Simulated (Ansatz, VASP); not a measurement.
## CO: VASP beside Ansatz

```
O C
1.0
    12.00000    0.00000    0.00000
     0.00000   12.50000    0.00000
     0.00000    0.00000   13.00000
O C
1 1
Direct
  0.50000 0.50000 0.54366
  0.50000 0.50000 0.45634
```

Alike in both runs: task single point; functional RPBE; k mesh 1 × 1 × 1; occupations gaussian, width 0.01 eV; no spin polarisation.

|  | VASP | Ansatz |
| --- | --- | --- |
| version | VASP 6.6.1 | Ansatz 0.2.0 |
| potentials or method | VASP PAW PBE potentials, release 64 (O, C) | scalar-relativistic, plane waves, PAW |
| plane-wave cutoff (eV) | 520 | 420 |
| valence electrons in the cell | 10 | 10 |

|  | VASP | Ansatz | Ansatz less VASP |
| --- | --- | --- | --- |
| rms of the force components (eV/Å) | 0.856 | 0.301 | -0.5553 |

VASP's potentials were made for PBE, not for RPBE. Atom by atom the forces differ by 0.555 eV/Å (rms over components). One of these differences is far larger than is usual between the two programs; its cause wasn't traced.

Noted on VASP's run: the standard files for N, O and F lose accuracy on very short bonds.
